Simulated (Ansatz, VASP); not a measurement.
Be2CdS in VASP and in Ansatz

```
Be Cd S
1.0
     3.20540    0.00000    0.00000
     0.00000    3.20540    0.00000
     0.00000    0.00000    6.74555
Be Cd S
2 1 1
Cartesian
  1.6027 0.0000 4.6234
  0.0000 1.6027 2.1221
  0.0000 0.0000 0.0000
  1.6027 1.6027 3.3728
```

Change from the starting cell: species swapped into the Ga2BiAs type (P-4m2, No. 115).

Alike in both runs: functional PBE; k mesh 6 × 6 × 4; occupations gaussian, width 0.1 eV; no spin polarisation.

Ansatz relaxed the structure, and its values are those at the end. VASP's run is a single point on that final structure, the one shown.

|  | VASP | Ansatz |
| --- | --- | --- |
| version | VASP 6.6.1 | Ansatz 0.2.0 |
| potentials or method | VASP PAW PBE potentials, release 64 (Be, Cd, S), cutoff 520 eV | scalar-relativistic, plane waves, PAW |
| valence electrons in the cell | 22 | 30 |

|  | VASP | Ansatz | Ansatz less VASP |
| --- | --- | --- | --- |
| gap on the k mesh at the Fermi level (eV) | none | none | - |
| pressure (GPa) | 0.0 | -0.1 | -0.08 |
| rms of the force components (eV/Å) | 0.001 | 0.004 | +0.0029 |

A gap of «none» marks a metal or a gap that the smearing closes. VASP's potentials hold 22 valence electrons a cell and Ansatz's 30, so a difference there can come from the potentials and not from the codes.
